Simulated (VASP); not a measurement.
Wanted: the native input for a VASP 6.6.1 run.

```yaml
Task: single point
Functional: PBE
Potentials_or_basis: VASP PAW PBE potentials, release 64 (Co)
Cutoff: 520 eV
k_mesh: 6 × 6 × 6
Occupations: fermi-dirac, width 0.1 eV
Spin: collinear spin, ferromagnetic start
Starting_moments: "[-1.659, -1.659] μB"
Dipole_correction: no
Further_INCAR_settings: ALGO = Normal; EDIFF = 1e-06; NBANDS = 20
```

The structure of Co lies in POSCAR:

```
Co
1.0
    0.0000000000      2.4691666902      2.4691666902
    2.4691666902      0.0000000000      2.4691666902
    2.4691666902      2.4691666902      0.0000000000
Co
2
Direct
    0.1250000000      0.1250000000      0.1250000000
    0.8750000000      0.8750000000      0.8750000000
```

The input as run:

INCAR

```
ALGO     = Normal         # electronic algorithm
EDIFF    = 1E-6           # SCF threshold, eV
ENCUT    = 520            # plane-wave cutoff, eV
GGA      = PE             # functional
ISIF     = 2              # what is computed and relaxed
ISMEAR   = -1             # smearing method
ISPIN    = 2              # spin polarisation
LASPH    = True           # aspherical terms in the spheres
LCHARG   = True           # write CHGCAR
LELF     = True           # ELF
LMAXMIX  = 4              # l up to which the mixer works
LORBIT   = 11             # projections on sites
LREAL    = False          # projectors in reciprocal space
LVHAR    = True         
LWAVE    = False          # write WAVECAR
MAGMOM   = -1.659 -1.659  # initial moments
NBANDS   = 20             # bands
NELM     = 150            # most SCF steps
PREC     = Accurate       # precision mode
SIGMA    = 0.1            # smearing width, eV
```

KPOINTS

```
k-points
0
Gamma
  6 6 6
```

Potentials or basis: VASP PAW PBE potentials, release 64 (Co).

The run is started by

```console
$ cat potpaw_PBE.64/Co/POTCAR > POTCAR
$ mpirun -np 1 vasp_std > vasp.out
```

It gave:

```json
{
 "Pressure": "1.6 GPa",
 "Net moment": "-1.76 μB per cell",
 "Site moments": "Co -0.87 μB",
 "Valence electrons inside the program's atomic spheres": "Co 8.32"
}
```

Caveat: the k points lie up to 0.37 Å⁻¹ apart.

Run time: 19 s on 1 thread of AMD EPYC 9R45 96-Core Processor (Zen 5) (shared host), peak memory 0.14 GiB.
